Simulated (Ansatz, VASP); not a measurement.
# One calculation of Co, two programs

The input INCAR:

```
ALGO = Normal
EDIFF = 1E-6
ENCUT = 520
GGA = PE
ISIF = 2
ISMEAR = -1
ISPIN = 2
LASPH = T
LCHARG = T
LELF = T
LMAXMIX = 4
LORBIT = 11
LREAL = F
LVHAR = T
LWAVE = F
MAGMOM = 3 0
NBANDS = 20
NELM = 150
PREC = Accurate
SIGMA = 0.1
```

The input KPOINTS:

```
k-points
0
Gamma
  7 14 14
```

The input POSCAR:

```
Co
1.0
    0.0000000000      3.5921000000      3.5921000000
    1.7960500000      0.0000000000      1.7960500000
    1.7960500000      1.7960500000      0.0000000000
Co
2
Direct
    0.0000000000      0.0000000000      0.0000000000
    0.5000000000      0.0000000000      0.0000000000
```

Input for Ansatz:

```yaml
crystal:
  lattice:
    - [0.0, 3.5921, 3.5921]
    - [1.79605, 0.0, 1.79605]
    - [1.79605, 1.79605, 0.0]
  atoms:
    - { symbol: Co, position: [0.0, 0.0, 0.0], spin: 3.0 }
    - { symbol: Co, position: [0.5, 0.0, 0.0] }
magnetization:
  spin_polarized: true
hamiltonian:
  xc: pbe
  pseudopotentials: { kind: paw }
basis:
  ecutwfc: 420
kpoints:
  mp_grid: { grid: [7, 14, 14] }
scf:
  occupations: { method: fermi_dirac, width: 0.1 }
  lower_state_search: "off"
output:
  forces: true
  stress: true
```

Alike in both runs: task single point; functional PBE; k mesh 7 × 14 × 14; occupations fermi-dirac, width 0.1 eV; collinear spin.

|  | VASP | Ansatz |
| --- | --- | --- |
| version | VASP 6.6.1 | Ansatz 0.2.0 |
| potentials or method | VASP PAW PBE potentials, release 64 (Co), cutoff 520 eV | PAW, plane waves, scalar-relativistic |
| valence electrons in the cell | 18 | 34 |

|  | VASP | Ansatz | Ansatz less VASP |
| --- | --- | --- | --- |
| pressure (GPa) | -10.9 | -10.3 | +0.56 |
| net moment per atom (μB) | 1.70 | 1.71 | +0.011 |
| size of the moment on the site where the two differ most (μB) | 1.73 | 1.79 | +0.058 |

Site moments also hang on the region over which each program counts them. The functional is the same, so the differences come from potentials, cutoffs and numerics. VASP's potentials hold 18 valence electrons a cell and Ansatz's 34, so a difference there can come from the potentials and not from the codes.
